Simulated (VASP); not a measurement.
# Na7H8 (a cell with a defect) in VASP: notebook

Na7H8 (a cell with a defect) is run at these levels: PBE; tasks: single point.

Everything below comes from runs of VASP 6.6.1. Logs are shortened: lines on timing, memory, paths and dates and some standing lists are left out, and cuts for length are marked.

### Step 1. The cell of the first run

The cell holds a defect, 15 atoms: a = 6.914 Å, b = 6.914 Å, c = 6.914 Å, α = 60.00°, β = 60.00°, γ = 60.00°.

### Step 2. Single point, PBE

File INCAR:

```
ALGO = Normal
EDIFF = 1E-6
ENCUT = 520
GGA = PE
ISIF = 2
ISMEAR = 0
LASPH = True
LCHARG = False
LREAL = Auto
LWAVE = False
NBANDS = 42
NELM = 80
PREC = Accurate
SIGMA = 0.1
```

File KPOINTS:

```
k-points
0
Gamma
  3 3 3
```

File POSCAR:

```
Na7H8
1.0
    0.0000000000      4.8892300000      4.8892300000
    4.8892300000      0.0000000000      4.8892300000
    4.8892300000      4.8892300000      0.0000000000
Na H
7 8
Direct
   -0.0011485449      0.0008525882     -0.0013383498
   -0.0005376102      0.0008572925      0.4984383021
   -0.0004611156      0.5008051370     -0.0018351560
   -0.0004622405      0.5008085118      0.4981714912
    0.4993295468      0.0010703117     -0.0018606202
    0.4992894587      0.5014607617     -0.0023126341
    0.4993868155      0.5009463658      0.4979336214
    0.2345294658      0.2659969975      0.2329453718
    0.2342578484      0.2660763556      0.7629204394
    0.2493622718      0.7512523444      0.2479865950
    0.2344616637      0.7357379383      0.7632132258
    0.7645150668      0.2661478392      0.2330818963
    0.7494517542      0.2511332050      0.7480715777
    0.7645881867      0.7358112627      0.2331355858
    0.7644923638      0.7360735740      0.7634097803
```

Potentials or basis: VASP PAW PBE potentials, release 64 (Na_pv, H).

Command:

```sh
$ cat potpaw_PBE.64/Na_pv/POTCAR potpaw_PBE.64/H/POTCAR > POTCAR
$ mpirun -np 1 vasp_std > vasp.out
```

OUTCAR:

```text
EDIFF = 1E-6
   ENCUT = 520
   GGA = PE
   ISIF = 2
   ISMEAR = 0
   LASPH = True
   LREAL = Auto
   NELM = 80
   PREC = Accurate

 ion  position               nearest neighbor table
   1  0.999  0.001  0.999-
   2  0.999  0.001  0.498-
   3  1.000  0.501  0.998-
   4  1.000  0.501  0.498-
   5  0.499  0.001  0.998-
   6  0.499  0.501  0.998-
   7  0.499  0.501  0.498-
   8  0.235  0.266  0.233-
   9  0.234  0.266  0.763-
  10  0.249  0.751  0.248-
  11  0.234  0.736  0.763-
  12  0.765  0.266  0.233-
  13  0.749  0.251  0.748-
  14  0.765  0.736  0.233-
  15  0.764  0.736  0.763-

  LATTYP: Found a face centered cubic cell.
 ALAT       =     9.7784600000

  Lattice vectors:

 A1 = (   0.0000000000,   4.8892300000,   4.8892300000)
 A2 = (   4.8892300000,   0.0000000000,   4.8892300000)
 A3 = (   4.8892300000,   4.8892300000,   0.0000000000)

Analysis of symmetry for initial positions (statically):
=====================================================================
 Subroutine PRICEL returns:
 Original cell was already a primitive cell.

 Routine SETGRP: Setting up the symmetry group for a
 face centered cubic supercell.

 Subroutine GETGRP returns: Found  1 space group operations
 (whereof  1 operations were pure point group operations)
 out of a pool of 48 trial point group operations.

The static configuration has the point symmetry C_1 .

Analysis of symmetry for dynamics (positions and initial velocities):
=====================================================================
 Subroutine PRICEL returns:
 Original cell was already a primitive cell.

 Routine SETGRP: Setting up the symmetry group for a
 face centered cubic supercell.

 Subroutine GETGRP returns: Found  1 space group operations
 (whereof  1 operations were pure point group operations)
 out of a pool of 48 trial point group operations.

The dynamic configuration has the point symmetry C_1 .

 Subroutine INISYM returns: Found  1 space group operations
[... 119 lines left out ...]
   ISYM   =      2    0-nonsym 1-usesym 2-fastsym
   POTIM  = 0.5000    time-step for ionic-motion
   TEBEG  =    0.0;   TEEND  =   0.0 temperature during run
   PSTRESS=    0.0 pullay stress
   NELECT =      57.0000    total number of electrons
   NUPDOWN=      -1.0000    fix difference up-down
   EMIN   =  10.00;   EMAX   =-10.00  energy-range for DOS
   EFERMI =   0.00;   METHOD = LEGACY
   ISMEAR =     0;   SIGMA  =   0.10  broadening in eV -4-tet -1-fermi 0-gaus
   EFERMI_NEDOS =   21; number of points for ismear=-14 and -15
   IALGO  =     38    algorithm
   IMIX   =      4    mixing-type and parameters
     AMIX     =   0.40;   BMIX     =  1.00
     AMIX_MAG =   1.60;   BMIX_MAG =  1.00
  volume/ion in A,a.u.               =      15.58       105.16
  Fermi-wavevector in a.u.,A,eV,Ry     =   1.022781  1.932776 14.232796  1.046081
  Thomas-Fermi vector in A             =   2.156479
   LORBIT       =      0    0 simple, 1 ext, 2 COOP (PROOUT), +10 PAW based schemes
   GGA     = PE    functional components
   LHFCALC =     F    Hartree Fock is set to
   AEXX    =    0.0000 exact exchange contribution
   IVDW    =     0    specifies the selected vdW correction
   LEPSILON=     F    determine dielectric tensor
   LRPA    =     F    only Hartree local field effects (RPA)
 non-spin polarized calculation
 Gauss-broadening in eV      SIGMA  =   0.10
  energy-cutoff  :      520.00
  volume of cell :      233.75
 maximum number of plane-waves:      6302
 NGX is ok and might be reduce to    54
   NGX = 25   NGY = 25   NGZ = 25

 number of electron      56.9999971 magnetization

 Free energy of the ion-electron system (eV)
  ---------------------------------------------------
  ext. energy  EPLUGINS =         0.00000000
  ---------------------------------------------------
  free energy    TOTEN  =       -36.27621583 eV

  energy without entropy =      -36.22970548  energy(sigma->0) =      -36.25296066

 E-fermi :  -1.8190     XC(G=0):  -7.2545

 val. band max:       -1.8234787469   @ k =   0.0000   0.3333   0.3333
 cond. band min:      -1.8085280258   @ k =   0.0000   0.0000   0.0000
 fundamental gap:      0.0149507212
 Fermi energy:        -1.8190190122

 k-point     1 :       0.0000    0.0000    0.0000
  band No.  band energies     occupation
      1     -24.0524      2.00000
      2     -24.0259      2.00000
      3     -24.0259      2.00000
      4     -24.0259      2.00000
      5     -24.0186      2.00000
      6     -24.0185      2.00000
[... 591 lines left out ...]
     39       5.5794      0.00000
     40       6.0249      0.00000
 [bands above 40 left out]

------------------------ aborting loop because EDIFF is reached ----------------------------------------

  FORCE on cell =-STRESS in cart. coord.  units (eV):
  Direction    XX          YY          ZZ          XY          YZ          ZX
  --------------------------------------------------------------------------------------
  -------------------------------------------------------------------------------------
  Total       -1.1533339     -1.1516126     -1.1505762     -0.0000937      0.0002156      0.0008074
  in kB       -7.9052253     -7.8934268     -7.8863233     -0.0006421      0.0014775      0.0055341
  external PRESSURE =      -7.8949918 kB  Pullay stress =       0.0000000 kB

 VOLUME and BASIS-vectors are now :
 -----------------------------------------------------------------------------
  energy-cutoff  :      520.00
  volume of cell :      233.75
      direct lattice vectors                 reciprocal lattice vectors
     0.000000000  4.889230000  4.889230000    -0.102265592  0.102265592  0.102265592
     4.889230000  0.000000000  4.889230000     0.102265592 -0.102265592  0.102265592
     4.889230000  4.889230000  0.000000000     0.102265592  0.102265592 -0.102265592

 POSITION                                       TOTAL-FORCE (eV/Angst)
 -----------------------------------------------------------------------------------
      4.88685      9.76630      4.88778        -0.000071     -0.000180      0.003068
      2.44117      7.32358      4.89079        -0.000948     -0.001693      0.001394
      7.32881      9.76723      7.33553         0.000496     -0.001175     -0.000077
      4.88424      7.32264      7.33554         0.000181     -0.000632      0.000110
      4.88537      7.32147      2.44657        -0.000290     -0.000590     -0.000196
      7.32968      7.31906      4.89290         0.000002      0.001714      0.000238
      4.88375      4.87613      4.89086        -0.000033      0.000910      0.000587
      2.43944      2.28559      2.44719         0.000461     -0.003053     -0.000019
      5.03100      4.87543      2.44625         0.004421      0.001630     -0.000119
      4.88551      2.43165      4.89223        -0.000349      0.001146     -0.001784
      7.32872      4.87786      4.74353         0.000883     -0.000642     -0.003381
      2.44085      4.87748      5.03915        -0.000145     -0.000350      0.002116
      4.88534      7.32174      4.89209        -0.000187      0.000402     -0.001575
      4.73740      4.87810      7.33580        -0.002929     -0.000106     -0.000263
      7.33132      7.47026      7.33661        -0.001492      0.002620     -0.000101
 -----------------------------------------------------------------------------------
    total drift:                               -0.001009     -0.003357     -0.000059

  FREE ENERGIE OF THE ION-ELECTRON SYSTEM (eV)
  ---------------------------------------------------
  free  energy   TOTEN  =       -36.2762158278 eV

  energy  without entropy=      -36.2297054830  energy(sigma->0) =      -36.25296066
```

OSZICAR:

```text
N       E                     dE             d eps       ncg     rms          rms(c)
DAV:   1     0.531019887982E+03    0.53102E+03   -0.28684E+04  1176   0.139E+03
DAV:   2     0.598550519974E+01   -0.52503E+03   -0.51217E+03  1176   0.407E+02
DAV:   3    -0.373444850919E+02   -0.43330E+02   -0.42950E+02  1384   0.137E+02
DAV:   4    -0.388047591274E+02   -0.14603E+01   -0.14477E+01  1326   0.243E+01
DAV:   5    -0.388293757458E+02   -0.24617E-01   -0.24613E-01  1358   0.352E+00    0.778E+00
DAV:   6    -0.368082922202E+02    0.20211E+01   -0.13084E+00  1456   0.469E+00    0.369E+00
DAV:   7    -0.362331072830E+02    0.57518E+00   -0.16288E+00  1378   0.435E+00    0.826E-01
DAV:   8    -0.362626121649E+02   -0.29505E-01   -0.63172E-02  1292   0.137E+00    0.445E-01
DAV:   9    -0.362759457999E+02   -0.13334E-01   -0.17345E-02  1308   0.514E-01    0.686E-02
DAV:  10    -0.362759912029E+02   -0.45403E-04   -0.78533E-04  1344   0.147E-01    0.331E-02
DAV:  11    -0.362761049786E+02   -0.11378E-03   -0.16758E-04  1340   0.822E-02    0.187E-02
DAV:  12    -0.362761955728E+02   -0.90594E-04   -0.80709E-05  1264   0.471E-02    0.753E-03
DAV:  13    -0.362762133715E+02   -0.17799E-04   -0.26669E-05  1198   0.270E-02    0.326E-03
DAV:  14    -0.362762154540E+02   -0.20825E-05   -0.37815E-06  1110   0.111E-02    0.210E-03
DAV:  15    -0.362762158278E+02   -0.37379E-06   -0.82262E-07  1056   0.442E-03
   1 F= -.36276216E+02 E0= -.36252961E+02  d E =-.465103E-01
```

Wall time 2.9 min (1 thread of AMD EPYC 9R45 (Zen 5), shared host); peak memory 0.36 GiB.

What came out:

| Property | Result |
| --- | --- |
| Free energy | -36.2762 eV |
| Pressure | -0.8 GPa |
| Largest force | 0.005 eV/Å |

Forces on the atoms (eV/Å):
```
Na   0.000  0.000  0.003
Na  -0.001 -0.002  0.001
Na   0.000 -0.001  0.000
Na   0.000 -0.001  0.000
Na   0.000 -0.001  0.000
Na   0.000  0.002  0.000
Na   0.000  0.001  0.001
H    0.000 -0.003  0.000
H    0.004  0.002  0.000
H    0.000  0.001 -0.002
H    0.001 -0.001 -0.003
H    0.000  0.000  0.002
H    0.000  0.000 -0.002
H   -0.003  0.000  0.000
H   -0.001  0.003  0.000
```

Levels at points of the mesh, in eV from the Fermi level:
| k point | band 25 | band 26 | band 27 | band 28 | band 29 | band 30 | band 31 | band 32 | band 33 | band 34 |
| --- | --- | --- | --- | --- | --- | --- | --- | --- | --- | --- |
| (0.00, 0.00, 0.00) | -0.65 | -0.65 | -0.21 | 0.01 | 0.01 | 3.97 | 3.97 | 3.97 | 4.68 | 5.05 |

Caveat: the k points lie up to 0.37 Å⁻¹ apart.

### Step 3. Single point, PBE

File INCAR:

```
PREC     = Accurate       # precision mode
ENCUT    = 520            # plane-wave cutoff, eV
EDIFF    = 1E-7           # SCF threshold, eV
ISMEAR   = 0              # smearing method
SIGMA    = 0.1            # smearing width, eV
LREAL    = Auto         
LASPH    = True           # aspherical terms in the spheres
NELM     = 80             # most SCF steps
ALGO     = Normal         # electronic algorithm
ISIF     = 2              # what is computed and relaxed
LWAVE    = False          # write WAVECAR
LCHARG   = False          # write CHGCAR
GGA      = PE             # functional
NBANDS   = 42             # bands
```

File KPOINTS:

```
Automatic mesh
0
Gamma
  3 3 3
```

File POSCAR:

```
Na7H8
1.0
    0.0000000000      4.8892300000      4.8892300000
    4.8892300000      0.0000000000      4.8892300000
    4.8892300000      4.8892300000      0.0000000000
Na H
7 8
Direct
   -0.0011892466      0.0005916064     -0.0012694228
   -0.0009520927      0.0009081185      0.4985044680
   -0.0011878149      0.5009254013     -0.0015032019
   -0.0015026906      0.5007716962      0.4992113278
    0.4992933448      0.0012680933     -0.0017411740
    0.4990217273      1.0000652454     -0.5005039648
    0.4988564662      0.5009079139      0.4978561041
    0.2342953798      0.2354072114      0.2640059887
    0.2491466959      0.2507792638      0.7485457833
    0.2338335484      0.7661711558      0.2633615109
    0.2342485422      0.7657218008      0.7332082966
    0.7639094500      0.2356364908      0.2639299031
    0.7644080970      0.2358688382      0.7332737466
    0.7490910634      0.7508864382      0.2486059155
    0.7640241919      0.7661130689      0.7336568335
```

Potentials or basis: VASP PAW PBE potentials, release 64 (Na_pv, H).

Command:

```sh
$ cat potpaw_PBE.64/Na_pv/POTCAR potpaw_PBE.64/H/POTCAR > POTCAR
$ mpirun -np 1 vasp_std > vasp.out
```

OUTCAR:

```text
PREC = Accurate
   ENCUT = 520
   EDIFF = 1E-7
   ISMEAR = 0
   LREAL = Auto
   LASPH = True
   NELM = 80
   ISIF = 2
   GGA = PE

 ion  position               nearest neighbor table
   1  0.999  0.001  0.999-
   2  0.999  0.001  0.499-
   3  0.999  0.501  0.998-
   4  0.998  0.501  0.499-
   5  0.499  0.001  0.998-
   6  0.499  0.000  0.499-
[... 830 lines left out ...]
 -----------------------------------------------------------------------------
  energy-cutoff  :      520.00
  volume of cell :      233.75
      direct lattice vectors                 reciprocal lattice vectors
     0.000000000  4.889230000  4.889230000    -0.102265592  0.102265592  0.102265592
     4.889230000  0.000000000  4.889230000     0.102265592 -0.102265592  0.102265592
     4.889230000  4.889230000  0.000000000     0.102265592  0.102265592 -0.102265592

 POSITION                                       TOTAL-FORCE (eV/Angst)
 -----------------------------------------------------------------------------------
      4.88592      9.76644      4.88631         0.001094      0.001834      0.002608
      2.44174      7.32188      4.88902        -0.001303      0.000205      0.000638
      7.33102      9.76530      7.33256        -0.000601      0.003229      0.000603
      4.88915      7.32264      7.33027        -0.003599     -0.000946      0.001909
      4.88692      7.32188      2.44736         0.003056     -0.000360     -0.002295
      2.44247      4.88198      2.44015        -0.000959     -0.004090      0.001642
      4.88319      4.87316      4.88808         0.000998      0.001878      0.000339
      2.44175      2.43631      2.29648         0.000498     -0.003528     -0.002403
      4.88593      4.87795      2.44425         0.002193     -0.000231     -0.001260
      5.03362      2.43090      4.88925         0.003106      0.000997     -0.000884
      7.32861      4.73012      4.88909         0.001351     -0.002750     -0.002537
      2.44250      5.02534      4.88701        -0.001088      0.002496      0.001962
      4.73836      7.32251      4.89058        -0.002061     -0.000335     -0.001643
      4.88675      4.87797      7.33374        -0.001778     -0.000044     -0.001281
      7.33272      7.32251      7.48119        -0.000907      0.001644      0.002602
 -----------------------------------------------------------------------------------
    total drift:                               -0.000751     -0.003374     -0.000600

  FREE ENERGIE OF THE ION-ELECTRON SYSTEM (eV)
  ---------------------------------------------------
  free  energy   TOTEN  =       -36.2761853122 eV

  energy  without entropy=      -36.2296691256  energy(sigma->0) =      -36.25292722
```

OSZICAR:

```text
N       E                     dE             d eps       ncg     rms          rms(c)
DAV:   1     0.528752542957E+03    0.52875E+03   -0.28695E+04  1176   0.139E+03
DAV:   2     0.551393675653E+01   -0.52324E+03   -0.51061E+03  1176   0.405E+02
DAV:   3    -0.373815967911E+02   -0.42896E+02   -0.42519E+02  1380   0.136E+02
DAV:   4    -0.388055002787E+02   -0.14239E+01   -0.14113E+01  1342   0.242E+01
DAV:   5    -0.388297012973E+02   -0.24201E-01   -0.24197E-01  1324   0.350E+00    0.778E+00
DAV:   6    -0.368082632505E+02    0.20214E+01   -0.13014E+00  1444   0.469E+00    0.369E+00
DAV:   7    -0.362331067695E+02    0.57516E+00   -0.16274E+00  1370   0.436E+00    0.827E-01
DAV:   8    -0.362621748694E+02   -0.29068E-01   -0.63794E-02  1254   0.135E+00    0.455E-01
DAV:   9    -0.362748970449E+02   -0.12722E-01   -0.13992E-02  1308   0.443E-01    0.107E-01
DAV:  10    -0.362759534873E+02   -0.10564E-02   -0.25819E-03  1300   0.155E-01    0.369E-02
DAV:  11    -0.362760687744E+02   -0.11529E-03   -0.20471E-04  1330   0.884E-02    0.199E-02
DAV:  12    -0.362761567649E+02   -0.87991E-04   -0.80913E-05  1224   0.457E-02    0.868E-03
DAV:  13    -0.362761795871E+02   -0.22822E-04   -0.22824E-05  1244   0.191E-02    0.423E-03
DAV:  14    -0.362761846916E+02   -0.51045E-05   -0.95799E-06  1240   0.181E-02    0.196E-03
DAV:  15    -0.362761851451E+02   -0.45349E-06   -0.91714E-07  1100   0.436E-03    0.830E-04
DAV:  16    -0.362761853019E+02   -0.15678E-06   -0.24782E-07  1072   0.278E-03    0.257E-04
DAV:  17    -0.362761853122E+02   -0.10263E-07   -0.10751E-08   856   0.110E-03
   1 F= -.36276185E+02 E0= -.36252927E+02  d E =-.465162E-01
```

stdout:

```text
POSCAR found type information on POSCAR NaH
 POSCAR found :  2 types and      15 ions
 scaLAPACK will be used
 LDA part: xc-table for (Slater+PW92), standard interpolation
 POSCAR, INCAR and KPOINTS ok, starting setup
 FFT: planning ... GRIDC
 FFT: planning ... GRID_SOFT
 FFT: planning ... GRID
 WAVECAR not read
 entering main loop
```

Run time: 3.5 min. Hardware: 1 thread of AMD EPYC 9R45 (Zen 5), shared host; peak memory 0.37 GiB.

What came out:

```
Free energy   : -36.2762 eV
Pressure      : -0.8 GPa
Largest force : 0.005 eV/Å
```

Forces on the atoms (eV/Å):
```
Na   0.001  0.002  0.003
Na  -0.001  0.000  0.001
Na  -0.001  0.003  0.001
Na  -0.004 -0.001  0.002
Na   0.003  0.000 -0.002
Na  -0.001 -0.004  0.002
Na   0.001  0.002  0.000
H    0.000 -0.004 -0.002
H    0.002  0.000 -0.001
H    0.003  0.001 -0.001
H    0.001 -0.003 -0.003
H   -0.001  0.002  0.002
H   -0.002  0.000 -0.002
H   -0.002  0.000 -0.001
H   -0.001  0.002  0.003
```

Levels at points of the mesh, in eV from the Fermi level:
| k point | band 26 | band 27 | band 28 | band 29 | band 30 | band 31 | band 32 | band 33 |
| --- | --- | --- | --- | --- | --- | --- | --- | --- |
| (0.00, 0.00, 0.00) | -0.65 | -0.21 | 0.01 | 0.01 | 3.97 | 3.97 | 3.97 | 4.68 |

Caveat: the k points lie up to 0.37 Å⁻¹ apart.
